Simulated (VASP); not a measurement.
# BaTe (F-43m) in VASP: a series of runs, part 2 of 2

VASP 6.6.1. The steps go on from the part before.

## Step 3: Single point, PBE (volume scaled by 0.980)

The input, INCAR:

```
PREC     = Accurate       # precision mode
ENCUT    = 520            # plane-wave cutoff, eV
EDIFF    = 1E-6           # SCF threshold, eV
ISMEAR   = 0              # smearing method
SIGMA    = 0.05           # smearing width, eV
LREAL    = F              # projectors in reciprocal space
LASPH    = T              # aspherical terms in the spheres
NELM     = 60             # most SCF steps
ALGO     = Normal         # electronic algorithm
ISIF     = 2              # what is computed and relaxed
LWAVE    = F              # write WAVECAR
LCHARG   = F              # write CHGCAR
GGA      = PE             # functional
NBANDS   = 15             # bands
```

The input, KPOINTS:

```
Automatic mesh
0
Gamma
  8 8 8
```

The input, POSCAR:

```
BaTe
1.0
    0.0000000000      3.8881692107      3.8881692107
    3.8881692107      0.0000000000      3.8881692107
    3.8881692107      3.8881692107      0.0000000000
Ba Te
1 1
Direct
    0.0000000000      0.0000000000      0.0000000000
    0.2500000000      0.2500000000      0.2500000000
```

Potentials or basis: VASP PAW PBE potentials, release 64 (Ba_sv, Te).

On the command line:

```
> cat potpaw_PBE.64/Ba_sv/POTCAR potpaw_PBE.64/Te/POTCAR > POTCAR
> mpirun -np 1 vasp_std > vasp.out
```

OUTCAR:

```text
PREC = Accurate
   ENCUT = 520
   EDIFF = 1E-6
   ISMEAR = 0
   LREAL = F
   LASPH = T
   NELM = 60
   ISIF = 2
   GGA = PE

 ion  position               nearest neighbor table
   1  0.000  0.000  0.000-   2 3.37   2 3.37   2 3.37   2 3.37
   2  0.250  0.250  0.250-   1 3.37   1 3.37   1 3.37   1 3.37

  LATTYP: Found a face centered cubic cell.
 ALAT       =     7.7763384214

  Lattice vectors:

 A1 = (   0.0000000000,   3.8881692107,   3.8881692107)
[... 619 lines left out ...]
------------------------ aborting loop because EDIFF is reached ----------------------------------------

  FORCE on cell =-STRESS in cart. coord.  units (eV):
  Direction    XX          YY          ZZ          XY          YZ          ZX
  --------------------------------------------------------------------------------------
  -------------------------------------------------------------------------------------
  Total        0.4473478      0.4473478      0.4473478      0.0000000      0.0000000     -0.0000000
  in kB        6.0966388      6.0966388      6.0966388      0.0000000      0.0000000     -0.0000000
  external PRESSURE =       6.0966388 kB  Pullay stress =       0.0000000 kB

 VOLUME and BASIS-vectors are now :
 -----------------------------------------------------------------------------
  energy-cutoff  :      520.00
  volume of cell :      117.56
      direct lattice vectors                 reciprocal lattice vectors
     0.000000000  3.888169211  3.888169211    -0.128595226  0.128595226  0.128595226
     3.888169211  0.000000000  3.888169211     0.128595226 -0.128595226  0.128595226
     3.888169211  3.888169211  0.000000000     0.128595226  0.128595226 -0.128595226

 POSITION                                       TOTAL-FORCE (eV/Angst)
 -----------------------------------------------------------------------------------
      0.00000      0.00000      0.00000         0.000000      0.000000      0.000000
      1.94408      1.94408      1.94408        -0.000000     -0.000000     -0.000000
 -----------------------------------------------------------------------------------
    total drift:                               -0.000000     -0.000000     -0.000000

  FREE ENERGIE OF THE ION-ELECTRON SYSTEM (eV)
  ---------------------------------------------------
  free  energy   TOTEN  =        -8.0848693400 eV

  energy  without entropy=       -8.0848693400  energy(sigma->0) =       -8.08486934
```

OSZICAR:

```text
N       E                     dE             d eps       ncg     rms          rms(c)
DAV:   1     0.909496871983E+02    0.90950E+02   -0.57040E+03   870   0.842E+02
DAV:   2    -0.140802544944E+01   -0.92358E+02   -0.85506E+02  1173   0.149E+02
DAV:   3    -0.823899556820E+01   -0.68310E+01   -0.67871E+01  1221   0.458E+01
DAV:   4    -0.846525349051E+01   -0.22626E+00   -0.22620E+00  1178   0.817E+00
DAV:   5    -0.846864731244E+01   -0.33938E-02   -0.33938E-02  1290   0.884E-01    0.375E+00
DAV:   6    -0.810945304436E+01    0.35919E+00   -0.36740E-01   940   0.260E+00    0.253E+00
DAV:   7    -0.806311552018E+01    0.46338E-01   -0.29001E-01  1094   0.239E+00    0.105E+00
DAV:   8    -0.807970817359E+01   -0.16593E-01   -0.35128E-02   940   0.113E+00    0.285E-01
DAV:   9    -0.808302454069E+01   -0.33164E-02   -0.70534E-03   996   0.455E-01    0.141E-01
DAV:  10    -0.808420268485E+01   -0.11781E-02   -0.94312E-04   961   0.168E-01    0.333E-02
DAV:  11    -0.808484016476E+01   -0.63748E-03   -0.81967E-04   961   0.126E-01    0.382E-02
DAV:  12    -0.808486215356E+01   -0.21989E-04   -0.39830E-05  1221   0.309E-02    0.125E-02
DAV:  13    -0.808486812235E+01   -0.59688E-05   -0.20556E-05  1003   0.198E-02    0.628E-03
DAV:  14    -0.808486932709E+01   -0.12047E-05   -0.29170E-06  1059   0.739E-03    0.724E-03
DAV:  15    -0.808486933999E+01   -0.12903E-07   -0.24145E-07   848   0.281E-03
   1 F= -.80848693E+01 E0= -.80848693E+01  d E =-.289006E-19
```

It took 40 s on 1 thread of Intel Xeon Platinum 8488C (Sapphire Rapids), shared host; peak memory 0.27 GiB.

Results:

| Item | Value |
| --- | --- |
| Free energy | -8.0849 eV |
| Pressure | 0.6 GPa |
| Band gap on the k mesh | 2.60 eV, indirect (least direct gap 2.91 eV) |

Levels at points of the mesh, in eV from the valence-band top:
| k point | band 4 | band 5 | band 6 | band 7 | band 8 | band 9 | band 10 | band 11 | band 12 | band 13 |
| --- | --- | --- | --- | --- | --- | --- | --- | --- | --- | --- |
| (0.00, 0.00, 0.00) | -12.04 | -8.76 | -0.46 | -0.46 | -0.46 | 2.60 | 4.14 | 4.14 | 6.14 | 6.14 |
| (0.50, 0.00, 0.00) | -12.05 | -8.47 | -0.71 | -0.27 | -0.27 | 4.02 | 4.35 | 4.35 | 4.57 | 5.25 |
| (0.50, 0.50, 0.00) | -12.08 | -8.37 | -1.00 | 0.00 | 0.00 | 2.92 | 3.92 | 5.01 | 5.01 | 5.02 |

Caveat: the cell differs from its parent crystal (volume scaled by 0.980); spin-orbit coupling is left out, which moves the levels of the heavy elements.

## Step 4: Single point, PBE

This run uses another cell than the first one, of 59.98 Å³/atom, 1.042 times its volume.

The input, INCAR:

```
SYSTEM = BaTe
ALGO = Normal ; EDIFF = 1E-6
ENCUT = 520 ; GGA = PE
ISIF = 2 ; ISMEAR = 0
LASPH = .TRUE. ; LCHARG = .FALSE.
LREAL = .FALSE. ; LWAVE = .FALSE.
NBANDS = 15 ; NELM = 80
PREC = Accurate ; SIGMA = 0.05
```

The input, KPOINTS:

```
k-points
0
G
  8 8 8
  0 0 0
```

The input, POSCAR:

```
BaTe
1.0
    0.0000000000      3.9144414212      3.9144414212
    3.9144414212      0.0000000000      3.9144414212
    3.9144414212      3.9144414212      0.0000000000
Ba Te
1 1
Direct
    0.0000000000      0.0000000000      0.0000000000
    0.2500000000      0.2500000000      0.2500000000
```

On the command line:

```
> cat potpaw_PBE.64/Ba_sv/POTCAR potpaw_PBE.64/Te/POTCAR > POTCAR
> mpirun -np 1 vasp_std > vasp.out
```

Run time: 42 s. Hardware: 1 thread of Intel Xeon Platinum 8488C (Sapphire Rapids), shared host; peak memory 0.28 GiB.

The run converged. Its results:

* Free energy: -8.0910 eV
* Pressure: 0.2 GPa
* Band gap on the k mesh: 2.58 eV, indirect (least direct gap 2.92 eV)

Levels at points of the mesh, in eV from the valence-band top:
| k point | band 6 | band 7 | band 8 | band 9 | band 10 | band 11 |
| --- | --- | --- | --- | --- | --- | --- |
| (0.00, 0.00, 0.00) | -0.44 | -0.44 | -0.44 | 2.58 | 4.12 | 4.12 |
| (0.50, 0.00, 0.00) | -0.69 | -0.25 | -0.25 | 4.00 | 4.33 | 4.33 |
| (0.50, 0.50, 0.00) | -0.97 | 0.00 | 0.00 | 2.92 | 3.90 | 4.97 |

Caveat: spin-orbit coupling is left out, which moves the levels of the heavy elements.

## Step 5: Overview

```tsv
cell	gap on the mesh (eV)	pressure (GPa)
a = 5.461 Å, angles 60.0°, 2 atoms	2.63	1.1
a = 5.499 Å, angles 60.0°, 2 atoms	2.60	0.6
a = 5.536 Å, angles 60.0°, 2 atoms	2.58	0.2
```

Alike in all rows: task single point; level PBE; potentials or basis VASP PAW PBE potentials, release 64 (Ba_sv, Te); no spin polarisation; k mesh 8 × 8 × 8; cutoff (eV) 520; smearing gaussian 0.05 eV.

Caveats: spin-orbit coupling is left out, which moves the levels of the heavy elements.

Absolute energies hang on the potentials; compare differences alone.
